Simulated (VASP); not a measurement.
Set up this calculation in VASP 6.6.1, as the native input.

| Property | Result |
| --- | --- |
| Task | single point |
| Functional | PBE |
| Potentials or basis | VASP PAW PBE potentials, release 64 (Al, P) |
| Cutoff | 500 eV |
| k mesh | 8 × 8 × 8 |
| Occupations | fermi-dirac, width 0.02 eV |
| Spin | no spin polarisation |
| Dipole correction | no |
| Further INCAR settings | ALGO = Normal; EDIFF = 1e-06; NBANDS = 11 |

The structure of AlP lies in POSCAR:

```
AlP
1.0
    0.0000000000      2.7534005604      2.7534005604
    2.7534005604      0.0000000000      2.7534005604
    2.7534005604      2.7534005604      0.0000000000
Al P
1 1
Direct
    0.0000000000      0.0000000000      0.0000000000
    0.2500000000      0.2500000000      0.2500000000
```

One way to write it, as run:

INCAR

```
ALGO = Normal
EDIFF = 1E-6
ENCUT = 500
GGA = PE
GGA_COMPAT = F
ISIF = 2
ISMEAR = -1
LASPH = T
LCHARG = F
LREAL = F
LWAVE = F
NBANDS = 11
NELM = 120
PREC = Accurate
SIGMA = 0.02
```

KPOINTS

```
k-points
0
Gamma
  8 8 8
```

Potentials or basis: VASP PAW PBE potentials, release 64 (Al, P).

Launch:

```sh
$ cat potpaw_PBE.64/Al/POTCAR potpaw_PBE.64/P/POTCAR > POTCAR
$ mpirun -np 1 vasp_std > vasp.out
```

It gave:

```json
{
 "Pressure": "0.0 GPa",
 "Band gap on the k mesh": "1.63 eV, indirect (least direct gap 3.09 eV)"
}
```

It took 7.2 s on 1 thread of Intel Xeon 6975P-C (shared host), peak memory 0.15 GiB.
